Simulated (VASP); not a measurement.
# PbS (Fm-3m) in VASP: a series of runs

The runs below take PbS through single point, relaxation of cell and atoms, with PBEsol.

All numbers are computed with VASP 6.6.1; they aren't measurements. Logs are shortened: lines on timing, memory, paths and dates and some standing lists are left out, and cuts for length are marked.

### 1 The cell of the first run

It takes space group Fm-3m (No. 225, cubic). Conventional cell: a = 5.903 Å, b = 5.903 Å, c = 5.903 Å, α = 90.00°, β = 90.00°, γ = 90.00°. Pb (site symmetry m-3m) has 6 S at 2.95 Å within 3.9 Å. Within 3.9 Å of S (site symmetry m-3m) lie 6 Pb at 2.95 Å.

### 2 Single point, PBEsol

Contents of INCAR:

```
PREC = Accurate ; ENCUT = 520
EDIFF = 1E-6 ; ISMEAR = 0
SIGMA = 0.01 ; LREAL = F
LASPH = T ; NELM = 60
ALGO = Normal ; ISIF = 2
LWAVE = F ; LCHARG = F
GGA = PS ; NBANDS = 17
```

Contents of KPOINTS:

```
Automatic mesh
0
Gamma
  10 10 10
```

Contents of POSCAR:

```
PbS
1.0
    0.0000000000      2.9517331413      2.9517331413
    2.9517331413      0.0000000000      2.9517331413
    2.9517331413      2.9517331413      0.0000000000
Pb S
1 1
Direct
    0.5000000000      0.5000000000      0.5000000000
    0.0000000000      0.0000000000      0.0000000000
```

Potentials or basis: VASP PAW PBE potentials, release 64 (Pb_d, S).

Command:

```console
$ cat potpaw_PBE.64/Pb_d/POTCAR potpaw_PBE.64/S/POTCAR > POTCAR
$ mpirun -np 1 vasp_std > vasp.out
```

OUTCAR:

```text
PREC = Accurate
   ENCUT = 520
   EDIFF = 1E-6
   ISMEAR = 0
   LREAL = F
   LASPH = T
   NELM = 60
   ISIF = 2
   GGA = PS

 ion  position               nearest neighbor table
   1  0.500  0.500  0.500-   2 2.95   2 2.95   2 2.95   2 2.95   2 2.95   2 2.95
   2  0.000  0.000  0.000-   1 2.95   1 2.95   1 2.95   1 2.95   1 2.95   1 2.95

  LATTYP: Found a face centered cubic cell.
 ALAT       =     5.9034662826

  Lattice vectors:

 A1 = (   0.0000000000,   2.9517331413,   2.9517331413)
 A2 = (   2.9517331413,   0.0000000000,   2.9517331413)
 A3 = (   2.9517331413,   2.9517331413,   0.0000000000)

Analysis of symmetry for initial positions (statically):
=====================================================================
 Subroutine PRICEL returns:
 Original cell was already a primitive cell.

 Routine SETGRP: Setting up the symmetry group for a
 face centered cubic supercell.

 Subroutine GETGRP returns: Found 48 space group operations
 (whereof 48 operations were pure point group operations)
 out of a pool of 48 trial point group operations.

The static configuration has the point symmetry O_h .

Analysis of symmetry for dynamics (positions and initial velocities):
=====================================================================
 Subroutine PRICEL returns:
 Original cell was already a primitive cell.

 Routine SETGRP: Setting up the symmetry group for a
 face centered cubic supercell.

 Subroutine GETGRP returns: Found 48 space group operations
 (whereof 48 operations were pure point group operations)
 out of a pool of 48 trial point group operations.

The dynamic configuration has the point symmetry O_h .

 Subroutine INISYM returns: Found 48 space group operations
 (whereof 48 operations are pure point group operations),
 and found     1 'primitive' translations

----------------------------------------------------------------------------------------

                                     Primitive cell

  volume of cell :      51.4353

  direct lattice vectors                    reciprocal lattice vectors
     0.000000000  2.951733141  2.951733141    -0.169392007  0.169392007  0.169392007
     2.951733141  0.000000000  2.951733141     0.169392007 -0.169392007  0.169392007
     2.951733141  2.951733141  0.000000000     0.169392007  0.169392007 -0.169392007

  length of vectors
     4.174381041  4.174381041  4.174381041     0.293395562  0.293395562  0.293395562

  position of ions in fractional coordinates (direct lattice)
     0.500000000  0.500000000  0.500000000
     0.000000000  0.000000000  0.000000000

  ion indices of the primitive-cell ions
   primitive index   ion index
                 1           1
                 2           2

----------------------------------------------------------------------------------------

 KPOINTS: Automatic mesh

Automatic generation of k-mesh.
 Grid dimensions read from file:
 generate k-points for:   10   10   10

 Generating k-lattice:

  Cartesian coordinates                     Fractional coordinates (reciprocal lattice)
    -0.016939201  0.016939201  0.016939201     0.100000000  0.000000000  0.000000000
     0.016939201 -0.016939201  0.016939201     0.000000000  0.100000000  0.000000000
     0.016939201  0.016939201 -0.016939201     0.000000000  0.000000000  0.100000000

  Length of vectors
     0.029339556  0.029339556  0.029339556

  Shift w.r.t. Gamma in fractional coordinates (k-lattice)
     0.000000000  0.000000000  0.000000000

 Subroutine IBZKPT returns following result:
 ===========================================

 Found     47 irreducible k-points:

 Following reciprocal coordinates:
            Coordinates               Weight
  0.000000  0.000000  0.000000      1.000000
  0.100000  0.000000  0.000000      8.000000
  0.200000  0.000000  0.000000      8.000000
  0.300000  0.000000  0.000000      8.000000
  0.400000  0.000000  0.000000      8.000000
  0.500000  0.000000  0.000000      4.000000
[... 16 lines left out ...]
  0.300000  0.300000  0.000000      6.000000
  0.400000  0.300000  0.000000     24.000000
 [... further k-points ...]
   k-points           NKPTS =     47   k-points in BZ     NKDIM =     47   number of bands    NBANDS=     17
   number of dos      NEDOS =    301   number of ions     NIONS =      2
   total plane-waves  NPLWV =  32768
   dimension x,y,z NGX =    32 NGY =   32 NGZ =   32
   dimension x,y,z NGXF=    64 NGYF=   64 NGZF=   64
   ions per type =               1   1
   NGX,Y,Z   is equivalent  to a cutoff of  12.74, 12.74, 12.74 a.u.
   NGXF,Y,Z  is equivalent  to a cutoff of  25.49, 25.49, 25.49 a.u.
 SYSTEM =  unknown system
   PREC   = accura    normal or accurate (medium, high low for compatibility)
   ISTART =      0    job   : 0-new  1-cont  2-samecut
   ICHARG =      2    charge: 1-file 2-atom 10-const
   ISPIN  =      1    spin polarized calculation?
   LNONCOLLINEAR =      F non collinear calculations
   LSORBIT =      F    spin-orbit coupling
   LASPH  =      T    aspherical Exc in radial PAW
   ENCUT  =  520.0 eV  38.22 Ry    6.18 a.u.   7.76  7.76  7.76*2*pi/ulx,y,z
   NELM   =     60;   NELMIN=  2; NELMDL= -5     # of ELM steps
   EDIFF  = 0.1E-05   stopping-criterion for ELM
   LREAL  =      F    real-space projection
   EDIFFG = 0.1E-04   stopping-criterion for IOM
   NSW    =      0    number of steps for IOM
   IBRION =     -1    ionic relax: 0-MD 1-quasi-New 2-CG
   NFREE  =      0    steps in history (QN), initial steepest desc. (CG)
   ISIF   =      2    stress and relaxation
   ISYM   =      2    0-nonsym 1-usesym 2-fastsym
   POTIM  = 0.5000    time-step for ionic-motion
   TEBEG  =    0.0;   TEEND  =   0.0 temperature during run
   PSTRESS=    0.0 pullay stress
   NELECT =      20.0000    total number of electrons
   NUPDOWN=      -1.0000    fix difference up-down
   EMIN   =  10.00;   EMAX   =-10.00  energy-range for DOS
   EFERMI =   0.00;   METHOD = LEGACY
   ISMEAR =     0;   SIGMA  =   0.01  broadening in eV -4-tet -1-fermi 0-gaus
   EFERMI_NEDOS =   21; number of points for ismear=-14 and -15
   IALGO  =     38    algorithm
   IMIX   =      4    mixing-type and parameters
     AMIX     =   0.40;   BMIX     =  1.00
     AMIX_MAG =   1.60;   BMIX_MAG =  1.00
  volume/ion in A,a.u.               =      25.72       173.55
  Fermi-wavevector in a.u.,A,eV,Ry     =   1.194899  2.258031 19.426164  1.427783
  Thomas-Fermi vector in A             =   2.330877
   LORBIT       =      0    0 simple, 1 ext, 2 COOP (PROOUT), +10 PAW based schemes
   GGA     = PS    functional components
   LHFCALC =     F    Hartree Fock is set to
   AEXX    =    0.0000 exact exchange contribution
   IVDW    =     0    specifies the selected vdW correction
   LEPSILON=     F    determine dielectric tensor
   LRPA    =     F    only Hartree local field effects (RPA)
 non-spin polarized calculation
 Gauss-broadening in eV      SIGMA  =   0.01
  energy-cutoff  :      520.00
  volume of cell :       51.44
 maximum number of plane-waves:      1411
   NGX = 15   NGY = 15   NGZ = 15

 number of electron      19.9999997 magnetization

 Free energy of the ion-electron system (eV)
  ---------------------------------------------------
  ext. energy  EPLUGINS =         0.00000000
  ---------------------------------------------------
  free energy    TOTEN  =        -9.45683122 eV

  energy without entropy =       -9.45683122  energy(sigma->0) =       -9.45683122

 E-fermi :   6.0201     XC(G=0):  -9.9536

 val. band max:        5.8939537726   @ k =   0.5000   0.0000   0.0000
 cond. band min:       6.0941350666   @ k =   0.5000   0.0000   0.0000
 fundamental gap:      0.2001812941
 Fermi energy:         6.0201033234

 k-point     1 :       0.0000    0.0000    0.0000
  band No.  band energies     occupation
      1     -10.8906      2.00000
      2     -10.8906      2.00000
      3     -10.8906      2.00000
      4     -10.8777      2.00000
      5     -10.8777      2.00000
      6      -7.8564      2.00000
[... 9 lines left out ...]
     16      12.4850      0.00000
     17      14.2791      0.00000

 k-point     2 :       0.1000    0.0000    0.0000
  band No.  band energies     occupation
      1     -10.8902      2.00000
      2     -10.8884      2.00000
      3     -10.8884      2.00000
      4     -10.8784      2.00000
      5     -10.8784      2.00000
      6      -7.7675      2.00000
[... 9 lines left out ...]
     16      12.7462      0.00000
     17      15.1682      0.00000

 k-point     3 :       0.2000    0.0000    0.0000
  band No.  band energies     occupation
      1     -10.8927      2.00000
      2     -10.8927      2.00000
      3     -10.8891      2.00000
      4     -10.8701      2.00000
      5     -10.8701      2.00000
      6      -7.5119      2.00000
[... 9 lines left out ...]
     16      13.3318      0.00000
     17      16.7934      0.00000

 k-point     4 :       0.3000    0.0000    0.0000
  band No.  band energies     occupation
      1     -10.9023      2.00000
      2     -10.9023      2.00000
      3     -10.8884      2.00000
      4     -10.8554      2.00000
      5     -10.8554      2.00000
      6      -7.1322      2.00000
[... 9 lines left out ...]
     16      14.1919      0.00000
     17      18.1965      0.00000
[... 343 lines left out ...]
      1     -10.9103      2.00000
      2     -10.8971      2.00000
      3     -10.8838      2.00000
      4     -10.8662      2.00000
      5     -10.8546      2.00000
      6      -6.9925      2.00000
[... 9 lines left out ...]
     16      15.6862      0.00000
     17      16.1098      0.00000

 k-point    23 :       0.3000    0.3000    0.0000
  band No.  band energies     occupation
      1     -10.9720      2.00000
      2     -10.9090      2.00000
      3     -10.8593      2.00000
      4     -10.8481      2.00000
      5     -10.8481      2.00000
      6      -6.8511      2.00000
[... 9 lines left out ...]
     16      16.4169      0.00000
     17      16.7324      0.00000

 k-point    24 :       0.4000    0.3000    0.0000
  band No.  band energies     occupation
      1     -10.9948      2.00000
      2     -10.9090      2.00000
      3     -10.8619      2.00000
      4     -10.8411      2.00000
      5     -10.8365      2.00000
      6      -6.5405      2.00000
[... 9 lines left out ...]
     16      16.8544      0.00000
     17      17.5133      0.00000

 [... further k-points ...]

------------------------ aborting loop because EDIFF is reached ----------------------------------------

  FORCE on cell =-STRESS in cart. coord.  units (eV):
  Direction    XX          YY          ZZ          XY          YZ          ZX
  --------------------------------------------------------------------------------------
  -------------------------------------------------------------------------------------
  Total       -0.0213329     -0.0213329     -0.0213329      0.0000000      0.0000000      0.0000000
  in kB       -0.6645080     -0.6645080     -0.6645080      0.0000000      0.0000000      0.0000000
  external PRESSURE =      -0.6645080 kB  Pullay stress =       0.0000000 kB

 VOLUME and BASIS-vectors are now :
 -----------------------------------------------------------------------------
  energy-cutoff  :      520.00
  volume of cell :       51.44
      direct lattice vectors                 reciprocal lattice vectors
     0.000000000  2.951733141  2.951733141    -0.169392007  0.169392007  0.169392007
     2.951733141  0.000000000  2.951733141     0.169392007 -0.169392007  0.169392007
     2.951733141  2.951733141  0.000000000     0.169392007  0.169392007 -0.169392007

 POSITION                                       TOTAL-FORCE (eV/Angst)
 -----------------------------------------------------------------------------------
      2.95173      2.95173      2.95173         0.000000      0.000000     -0.000000
      0.00000      0.00000      0.00000         0.000000      0.000000      0.000000
 -----------------------------------------------------------------------------------
    total drift:                                0.000000     -0.000000      0.000000

  FREE ENERGIE OF THE ION-ELECTRON SYSTEM (eV)
  ---------------------------------------------------
  free  energy   TOTEN  =        -9.4568312224 eV

  energy  without entropy=       -9.4568312224  energy(sigma->0) =       -9.45683122
```

Wall time 23 s (1 thread of Intel Xeon Platinum 8488C (Sapphire Rapids), shared host); peak memory 0.19 GiB.

Results:

| Quantity | Value |
| --- | --- |
| Free energy | -9.4568 eV |
| Pressure | -0.1 GPa |
| Band gap on the k mesh | 0.20 eV |

Caveat: the PAW data sets were made with another functional, which shifts forces and pressure a little; spin-orbit coupling is left out, which moves the levels of the heavy elements. A k mesh can miss the band edges.

### 3 Relaxation of cell and atoms, PBEsol

This run uses another cell than the first one, of 26.07 Å³/atom.

Contents of INCAR:

```
PREC = Accurate
ENCUT = 600
EDIFF = 1E-7
ISMEAR = 0
SIGMA = 0.01
LREAL = False
LASPH = True
NELM = 80
ALGO = Normal
ISIF = 3
LWAVE = False
LCHARG = False
GGA = PS
IBRION = 2
NSW = 100
EDIFFG = -0.005
```

Contents of KPOINTS:

```
regular mesh
0
Gamma
  10 10 10
```

Contents of POSCAR:

```
PbS
1.0
    0.0000000000      2.9650006778      2.9650006778
    2.9650006778      0.0000000000      2.9650006778
    2.9650006778      2.9650006778      0.0000000000
Pb S
1 1
Direct
    0.5000000000      0.5000000000      0.5000000000
    0.0000000000      0.0000000000      0.0000000000
```

Potentials or basis: VASP PAW PBE potentials, release 64 (Pb_d, S).

Command:

```console
$ cat potpaw_PBE.64/Pb_d/POTCAR potpaw_PBE.64/S/POTCAR > POTCAR
$ mpirun -np 1 vasp_std > vasp.out
```

OUTCAR:

```text
PREC = Accurate
   ENCUT = 600
   EDIFF = 1E-7
   ISMEAR = 0
   LREAL = False
   LASPH = True
   NELM = 80
   ISIF = 3
   GGA = PS
   IBRION = 2
   NSW = 100
   EDIFFG = -0.005

 ion  position               nearest neighbor table
   1  0.500  0.500  0.500-   2 2.97   2 2.97   2 2.97   2 2.97   2 2.97   2 2.97
   2  0.000  0.000  0.000-   1 2.97   1 2.97   1 2.97   1 2.97   1 2.97   1 2.97

  LATTYP: Found a face centered cubic cell.
 ALAT       =     5.9300013556

  Lattice vectors:

 A1 = (   0.0000000000,   2.9650006778,   2.9650006778)
 A2 = (   2.9650006778,   0.0000000000,   2.9650006778)
 A3 = (   2.9650006778,   2.9650006778,   0.0000000000)

Analysis of symmetry for initial positions (statically):
=====================================================================
 Subroutine PRICEL returns:
 Original cell was already a primitive cell.

 Routine SETGRP: Setting up the symmetry group for a
 face centered cubic supercell.

 Subroutine GETGRP returns: Found 48 space group operations
 (whereof 48 operations were pure point group operations)
 out of a pool of 48 trial point group operations.

The static configuration has the point symmetry O_h .

Analysis of symmetry for dynamics (positions and initial velocities):
=====================================================================
 Subroutine PRICEL returns:
 Original cell was already a primitive cell.

 Routine SETGRP: Setting up the symmetry group for a
 face centered cubic supercell.
[... 231 lines left out ...]
  ext. energy  EPLUGINS =         0.00000000
  ---------------------------------------------------
  free energy    TOTEN  =        -9.45726250 eV

  energy without entropy =       -9.45726250  energy(sigma->0) =       -9.45726250

 E-fermi :   5.9580     XC(G=0):  -9.9532

 val. band max:        5.8924815309   @ k =   0.5000   0.0000   0.0000
 cond. band min:       6.0932146954   @ k =   0.5000   0.0000   0.0000
 fundamental gap:      0.2007331645
 Fermi energy:         5.9579711019

 k-point     1 :       0.0000    0.0000    0.0000
  band No.  band energies     occupation
      1     -10.8919      2.00000
      2     -10.8919      2.00000
      3     -10.8919      2.00000
      4     -10.8790      2.00000
      5     -10.8790      2.00000
      6      -7.8568      2.00000
      7      -0.1562      2.00000
      8       3.6349      2.00000
      9       3.6349      2.00000
     10       3.6349      2.00000
     11      11.0771      0.00000
     12      11.0771      0.00000
     13      11.0771      0.00000
     14      12.4839      0.00000
[... 377 lines left out ...]
      1     -10.9960      2.00000
      2     -10.9103      2.00000
      3     -10.8632      2.00000
      4     -10.8424      2.00000
      5     -10.8378      2.00000
      6      -6.5411      2.00000
      7      -1.7926      2.00000
      8       2.1537      2.00000
      9       2.6533      2.00000
     10       2.8537      2.00000
     11       9.5707      0.00000
     12       9.9611      0.00000
     13      10.7991      0.00000
     14      11.2475      0.00000

 [... further k-points ...]

------------------------ aborting loop because EDIFF is reached ----------------------------------------

  FORCE on cell =-STRESS in cart. coord.  units (eV):
  Direction    XX          YY          ZZ          XY          YZ          ZX
  --------------------------------------------------------------------------------------
  -------------------------------------------------------------------------------------
  Total        0.0001752      0.0001752      0.0001752      0.0000000      0.0000000      0.0000000
  in kB        0.0054568      0.0054568      0.0054568      0.0000000      0.0000000      0.0000000
  external PRESSURE =       0.0054568 kB  Pullay stress =       0.0000000 kB
[... 17 lines left out ...]
  FREE ENERGIE OF THE ION-ELECTRON SYSTEM (eV)
  ---------------------------------------------------
  free  energy   TOTEN  =        -9.4572625031 eV

  energy  without entropy=       -9.4572625031  energy(sigma->0) =       -9.45726250

 reached required accuracy - stopping structural energy minimisation
```

OSZICAR:

```text
N       E                     dE             d eps       ncg     rms          rms(c)
DAV:   1     0.160746955649E+03    0.16075E+03   -0.10804E+04  1316   0.170E+03
DAV:   2     0.496122345050E+01   -0.15579E+03   -0.15282E+03  1352   0.380E+02
DAV:   3    -0.943583875224E+01   -0.14397E+02   -0.13852E+02  1766   0.108E+02
DAV:   4    -0.984823948338E+01   -0.41240E+00   -0.41216E+00  1428   0.202E+01
[... 26 lines left out ...]
DAV:   5    -0.945726296115E+01    0.15070E-05   -0.62395E-06  1668   0.307E-02    0.630E-03
DAV:   6    -0.945726216763E+01    0.79351E-06   -0.78054E-07  1508   0.112E-02    0.108E-03
DAV:   7    -0.945726234565E+01   -0.17802E-06   -0.77113E-08   850   0.429E-03    0.399E-04
DAV:   8    -0.945726250014E+01   -0.15449E-06   -0.17146E-08   712   0.189E-03    0.137E-04
DAV:   9    -0.945726250309E+01   -0.29470E-08   -0.39153E-09   712   0.784E-04
   3 F= -.94572625E+01 E0= -.94572625E+01  d E =-.171070E-02
```

Wall time 72 s (1 thread of Intel Xeon Platinum 8488C (Sapphire Rapids), shared host); peak memory 0.23 GiB.

What came out:

```yaml
Free_energy: -9.4573 eV
Relaxed_volume: 25.72 Å³/atom
Relaxed_cell: a = 4.174 Å, b = 4.174 Å, c = 4.174 Å, α = 60.00°, β = 60.00°, γ = 60.00°
Space_group_after_relaxing_to_0.1_Å: Fm-3m (No. 225)
Energy_gained_by_relaxing: 0.9 meV/atom
Ionic_steps: 3
Pressure_after_relaxing: 0.0 GPa
Band_gap_on_the_k_mesh: 0.20 eV
```

Step by step:
```csv
step,energy change (eV),largest force (eV/Å),pressure (GPa),volume (Å³)
1,0.0000,0.0000,-0.78,52.13
2,-0.0015,0.0000,0.31,51.18
3,-0.0017,0.0000,0.00,51.44
```

Final structure:
```
Pb S
1.0
     0.00000    2.95181    2.95181
     2.95181    0.00000    2.95181
     2.95181    2.95181    0.00000
Pb S
1 1
Direct
  0.50000 0.50000 0.50000
  0.00000 0.00000 0.00000
```

Levels at points of the mesh, in eV from the valence-band top:
```
           k point  band 6  band 7  band 8  band 9  band 10  band 11  band 12  band 13  band 14
(0.00, 0.00, 0.00)  -13.75   -6.05   -2.26   -2.26    -2.26     5.18     5.18     5.18     6.59
(0.50, 0.00, 0.00)  -12.44   -9.00   -1.85   -1.85     0.00     0.20     1.85     1.85     8.49
(0.50, 0.50, 0.00)  -11.98   -7.28   -5.40   -3.57    -3.57     3.64     5.56     5.68     5.68
```

Caveat: the PAW data sets were made with another functional, which shifts forces and pressure a little; spin-orbit coupling is left out, which moves the levels of the heavy elements. A k mesh can miss the band edges.
